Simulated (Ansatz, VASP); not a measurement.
Two plane-wave programs on Si

Contents of INCAR:

```
SYSTEM = Si
  ALGO = Normal
  EDIFF = 1E-6
  ENCUT = 520
  GGA = CA
  ISIF = 2
  ISMEAR = 0
  LASPH = .True.
  LCHARG = .False.
  LREAL = .False.
  LWAVE = .False.
  NBANDS = 16
  NELM = 60
  PREC = Accurate
  SIGMA = 0.03
```

File KPOINTS:

```
k-points
0
Gamma
  10 10 10
  0 0 0
```

Contents of POSCAR:

```
Si
1.0
   -3.2352464204      3.3672972948      1.9083649477
    3.2352464204     -3.3672972948      1.9083649477
    3.2352464204      3.3672972948     -1.9083649477
Si
4
Direct
    0.1788433299      0.1788433299      0.3576866598
    0.8211566701      0.8211566701      0.6423133402
    0.1788433299      0.8211566701      0.0000000000
    0.8211566701      0.1788433299      0.0000000000
```

Input for Ansatz:

```yaml
crystal:
  lattice:
    - [-3.2352464204, 3.3672972948, 1.9083649477]
    - [3.2352464204, -3.3672972948, 1.9083649477]
    - [3.2352464204, 3.3672972948, -1.9083649477]
  atoms:
    - { symbol: Si, position: [0.1788433299, 0.1788433299, 0.3576866598] }
    - { symbol: Si, position: [0.8211566701, 0.8211566701, 0.6423133402] }
    - { symbol: Si, position: [0.1788433299, 0.8211566701, 0.0] }
    - { symbol: Si, position: [0.8211566701, 0.1788433299, 0.0] }
basis:
  ecutwfc: 420
kpoints:
  mp_grid: { grid: [10, 10, 10] }
hamiltonian:
  xc: lda
scf:
  occupations: { method: gaussian, width: 0.03 }
output:
  forces: true
  stress: true
  eigenvalues: true
  write_density: true
  write_potential: true
  elf: true
  volumetric_format: npy
```

Change from the starting cell: strain -0.0200 x Voigt [1, -1, 0, 0, 0, 0], atoms carried along.

Alike in both runs: task single point; functional LDA; k mesh 10 × 10 × 10; occupations gaussian, width 0.03 eV; no spin polarisation.

|  | VASP | Ansatz |
| --- | --- | --- |
| version | VASP 6.6.1 | Ansatz 0.2.0 |
| potentials or method | VASP PAW LDA potentials, release 64 (Si), cutoff 520 eV | scalar-relativistic, plane waves, PAW |
| valence electrons in the cell | 16 | 16 |

Ansatz gave:

- gap on the k mesh at the Fermi level (eV): 0.09
- least direct gap on the mesh (eV): 0.15
- pressure (GPa): 0.2
- traceless stress, the component that is largest in VASP (GPa): 4.00
- rms of the force components (eV/Å): 0.265

Task: What did VASP give for the same quantities?

Result: gap on the k mesh at the Fermi level (eV): 0.09; least direct gap on the mesh (eV): 0.15; pressure (GPa): 0.2; traceless stress, the component that is largest in VASP (GPa): 4.02; rms of the force components (eV/Å): 0.265.

LDA's correlation is that of Perdew and Zunger in VASP and of Perdew and Wang (1992) in Ansatz. Atom by atom the forces differ by 0.002 eV/Å (rms over components).
